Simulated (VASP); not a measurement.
# NaH (Fm-3m) in VASP: a series of runs, part 2 of 2

VASP 6.6.1.

### 3 Single point, r2SCAN

POSCAR reads:

```
NaH
1.0
    0.0000000000      2.3970316378      2.3970316378
    2.3970316378      0.0000000000      2.3970316378
    2.3970316378      2.3970316378      0.0000000000
Na H
1 1
Direct
    0.0000000000      0.0000000000      0.0000000000
    0.5000000000      0.5000000000      0.5000000000
```

INCAR.step1 reads:

```
SYSTEM = NaH
PREC = Accurate
ENCUT = 520
ISMEAR = -1
SIGMA = 0.2
LREAL = .FALSE.
LASPH = .TRUE.
NELM = 80
NBANDS = 11
GGA = PE
ALGO = Normal
EDIFF = 1E-4
LWAVE = .TRUE.
LCHARG = .FALSE.
```

INCAR.step2 reads:

```
SYSTEM = NaH
PREC = Accurate
ENCUT = 520
EDIFF = 1E-7
ISMEAR = -1
SIGMA = 0.2
LREAL = .FALSE.
LASPH = .TRUE.
NELM = 80
ALGO = Normal
ISIF = 2
LWAVE = .FALSE.
LCHARG = .FALSE.
METAGGA = R2SCAN
LMIXTAU = .TRUE.
NBANDS = 11
ISTART = 1
```

KPOINTS reads:

```
Automatic mesh
0
G
  8 8 8
  0 0 0
```

Potentials or basis: VASP PAW PBE potentials, release 64 (Na_pv, H).

Launch:

```console
$ cat potpaw_PBE.64/Na_pv/POTCAR potpaw_PBE.64/H/POTCAR > POTCAR
$ cp INCAR.step1 INCAR
$ mpirun -np 1 vasp_std > vasp.out
$ cp INCAR.step2 INCAR
$ mpirun -np 1 vasp_std > vasp.out
```

OUTCAR:

```text
SYSTEM = NaH
   PREC = Accurate
   ENCUT = 520
   EDIFF = 1E-7
   ISMEAR = -1
   LREAL = .FALSE.
   LASPH = .TRUE.
   NELM = 80
   ISIF = 2
   METAGGA = R2SCAN
   ISTART = 1

 ion  position               nearest neighbor table
   1  0.000  0.000  0.000-
   2  0.500  0.500  0.500-

  LATTYP: Found a face centered cubic cell.
 ALAT       =     4.7940632756

  Lattice vectors:

 A1 = (   0.0000000000,   2.3970316378,   2.3970316378)
[... 521 lines left out ...]

------------------------ aborting loop because EDIFF is reached ----------------------------------------

  FORCE on cell =-STRESS in cart. coord.  units (eV):
  Direction    XX          YY          ZZ          XY          YZ          ZX
  --------------------------------------------------------------------------------------
  -------------------------------------------------------------------------------------
  Total       -0.0501423     -0.0501423     -0.0501423      0.0000000     -0.0000000      0.0000000
  in kB       -2.9165109     -2.9165109     -2.9165109      0.0000000     -0.0000000      0.0000000
  external PRESSURE =      -2.9165109 kB  Pullay stress =       0.0000000 kB

 VOLUME and BASIS-vectors are now :
 -----------------------------------------------------------------------------
  energy-cutoff  :      520.00
  volume of cell :       27.55
      direct lattice vectors                 reciprocal lattice vectors
     0.000000000  2.397031638  2.397031638    -0.208591323  0.208591323  0.208591323
     2.397031638  0.000000000  2.397031638     0.208591323 -0.208591323  0.208591323
     2.397031638  2.397031638  0.000000000     0.208591323  0.208591323 -0.208591323

 POSITION                                       TOTAL-FORCE (eV/Angst)
 -----------------------------------------------------------------------------------
      0.00000      0.00000      0.00000        -0.000000      0.000000      0.000000
      2.39703      2.39703      2.39703         0.000000     -0.000000     -0.000000
 -----------------------------------------------------------------------------------
    total drift:                               -0.000000     -0.000000     -0.000000

  FREE ENERGIE OF THE ION-ELECTRON SYSTEM (eV)
  ---------------------------------------------------
  free  energy   TOTEN  =        -7.6024876276 eV

  energy  without entropy=       -7.6024802024  energy(sigma->0) =       -7.60248391
```

Wall time 41 s (1 thread of Intel Xeon 6975P-C (Granite Rapids), shared host); peak memory 0.15 GiB.

What came out:

```yaml
Free_energy: -7.6025 eV
Pressure: -0.3 GPa
Band_gap_on_the_k_mesh: 4.41 eV, indirect (least direct gap 5.26 eV)
```

Levels at points of the mesh, in eV from the valence-band top:
```csv
k point,band 2,band 3,band 4,band 5,band 6,band 7
"(0.00, 0.00, 0.00)",-22.86,-22.86,-3.62,11.66,16.53,16.53
"(0.50, 0.00, 0.00)",-22.87,-22.87,-0.84,4.41,11.86,14.06
"(0.50, 0.50, 0.00)",-22.89,-22.89,-0.17,5.24,10.80,11.54
```

Caveat: the PAW data sets were made with another functional, which shifts forces and pressure a little. r2SCAN opens gaps a little over a GGA but as a rule still falls short of measured ones.

### 4 Single point, r2SCAN

POSCAR is that of step 3.

INCAR.step1 reads:

```
SYSTEM = NaH
PREC = Accurate ; ENCUT = 520
ISMEAR = -1 ; SIGMA = 0.2
LREAL = .False. ; LASPH = .True.
NELM = 80 ; NBANDS = 11
GGA = PE ; ALGO = Normal
EDIFF = 1E-4 ; LWAVE = .True.
LCHARG = .False.
```

INCAR.step2 reads:

```
SYSTEM = NaH
PREC = Accurate ; ENCUT = 520
EDIFF = 1E-6 ; ISMEAR = -1
SIGMA = 0.2 ; LREAL = .False.
LASPH = .True. ; NELM = 80
ALGO = Normal ; ISIF = 2
LWAVE = .False. ; LCHARG = .False.
METAGGA = R2SCAN ; LMIXTAU = .True.
NBANDS = 11 ; ISTART = 1
```

KPOINTS reads:

```
regular mesh
0
Gamma
  10 10 10
  0 0 0
```

Launch:

```console
$ cat potpaw_PBE.64/Na_pv/POTCAR potpaw_PBE.64/H/POTCAR > POTCAR
$ cp INCAR.step1 INCAR
$ mpirun -np 1 vasp_std > vasp.out
$ cp INCAR.step2 INCAR
$ mpirun -np 1 vasp_std > vasp.out
```

Run time: 44 s. Hardware: 1 thread of Intel Xeon 6975P-C (Granite Rapids), shared host; peak memory 0.16 GiB.

Results (log left out):

| Item | Value |
| --- | --- |
| Free energy | -7.6025 eV |
| Pressure | -0.3 GPa |
| Band gap on the k mesh | 4.43 eV, indirect (least direct gap 5.26 eV) |

Levels at points of the mesh, in eV from the valence-band top:
```tsv
k point	band 2	band 3	band 4	band 5	band 6	band 7
(0.00, 0.00, 0.00)	-22.84	-22.84	-3.60	11.68	16.55	16.55
(0.50, 0.00, 0.00)	-22.85	-22.85	-0.83	4.43	11.88	14.08
(0.50, 0.50, 0.00)	-22.87	-22.87	-0.16	5.26	10.82	11.56
```

Caveat: the PAW data sets were made with another functional, which shifts forces and pressure a little. r2SCAN opens gaps a little over a GGA but as a rule still falls short of measured ones.

### 5 Relaxation of cell and atoms, r2SCAN

This run uses another cell than the first one, of 14.53 Å³/atom, 1.055 times its volume.

POSCAR reads:

```
NaH
1.0
    0.0000000000      2.4400000000      2.4400000000
    2.4400000000      0.0000000000      2.4400000000
    2.4400000000      2.4400000000      0.0000000000
Na H
1 1
Direct
    0.0000000000      0.0000000000      0.0000000000
    0.5000000000      0.5000000000      0.5000000000
```

INCAR.step1 reads:

```
PREC = Accurate
ENCUT = 600
ISMEAR = 0
SIGMA = 0.02
LREAL = False
LASPH = True
NELM = 80
GGA = PE
ALGO = Normal
EDIFF = 1E-4
LWAVE = True
LCHARG = False
```

INCAR.step2 reads:

```
PREC = Accurate
ENCUT = 600
EDIFF = 1E-7
ISMEAR = 0
SIGMA = 0.02
LREAL = False
LASPH = True
NELM = 80
ALGO = Normal
ISIF = 3
LWAVE = False
LCHARG = False
METAGGA = R2SCAN
LMIXTAU = True
IBRION = 2
NSW = 100
EDIFFG = -0.005
ISTART = 1
```

KPOINTS reads:

```
Automatic mesh
0
Gamma
  8 8 8
```

Launch:

```console
$ cat potpaw_PBE.64/Na_pv/POTCAR potpaw_PBE.64/H/POTCAR > POTCAR
$ cp INCAR.step1 INCAR
$ mpirun -np 1 vasp_std > vasp.out
$ cp INCAR.step2 INCAR
$ mpirun -np 1 vasp_std > vasp.out
```

It took 2.5 min on 1 thread of Intel Xeon 6975P-C (Granite Rapids), shared host; peak memory 0.16 GiB.

Results (log left out):

```yaml
Free_energy: -7.6046 eV
Relaxed_volume: 13.62 Å³/atom
Relaxed_cell: a = 3.377 Å, b = 3.377 Å, c = 3.377 Å, α = 60.00°, β = 60.00°, γ = 60.00°
Space_group_after_relaxing_to_0.05_Å: Fm-3m (No. 225)
Energy_gained_by_relaxing: 4.3 meV/atom
Ionic_steps: 6
Pressure_after_relaxing: 0.0 GPa
Band_gap_on_the_k_mesh: 4.43 eV, indirect (least direct gap 5.28 eV)
```

The path:
```csv
step,energy change (eV),largest force (eV/Å),pressure (GPa),volume (Å³)
1,0.0000,0.0000,-1.29,29.05
2,-0.0036,0.0000,-0.94,28.56
3,-0.0058,0.0000,-0.67,28.17
4,-0.0083,0.0000,-0.16,27.38
5,-0.0085,0.0000,0.09,27.16
6,-0.0085,0.0000,0.00,27.24
```

Final structure:
```
Na H
1.0
     0.00000    2.38805    2.38805
     2.38805    0.00000    2.38805
     2.38805    2.38805    0.00000
Na H
1 1
Direct
  0.00000 0.00000 0.00000
  0.50000 0.50000 0.50000
```

Levels at points of the mesh, in eV from the valence-band top:
```csv
k point,band 1,band 2,band 3,band 4,band 5,band 6,band 7,band 8
"(0.00, 0.00, 0.00)",-22.84,-22.84,-22.84,-3.65,11.77,16.62,16.62,16.62
"(0.50, 0.00, 0.00)",-22.94,-22.85,-22.85,-0.85,4.43,11.94,14.13,14.13
"(0.50, 0.50, 0.00)",-22.92,-22.87,-22.87,-0.18,5.27,10.84,11.62,11.62
```

Caveat: the PAW data sets were made with another functional, which shifts forces and pressure a little. r2SCAN opens gaps a little over a GGA but as a rule still falls short of measured ones.

### 6 The runs side by side

```csv
task,cell,k mesh,cutoff (eV),smearing,gap on the mesh (eV),pressure (GPa)
single point,"a = 3.390 Å, angles 60.0°, 2 atoms",8 × 8 × 8,520,gaussian 0.02 eV,4.41,-0.3
single point,"a = 3.390 Å, angles 60.0°, 2 atoms",8 × 8 × 8,520,fermi-dirac 0.2 eV,4.41,-0.3
single point,"a = 3.390 Å, angles 60.0°, 2 atoms",10 × 10 × 10,520,fermi-dirac 0.2 eV,4.43,-0.3
relaxation of cell and atoms,"relaxed from a = 3.451 Å, angles 60.0°, 2 atoms",8 × 8 × 8,600,gaussian 0.02 eV,4.43,0.0
```

Alike in all rows: level r2SCAN; potentials or basis VASP PAW PBE potentials, release 64 (Na_pv, H); no spin polarisation.

On the cell as given the gap runs from 4.41 eV (r2SCAN) to 4.43 eV (r2SCAN); the meshes differ, which moves gaps too.

Caveats: the PAW data sets were made with another functional, which shifts forces and pressure a little.

Total energies depend on the potentials used, so only differences within one code and one set of settings carry meaning.
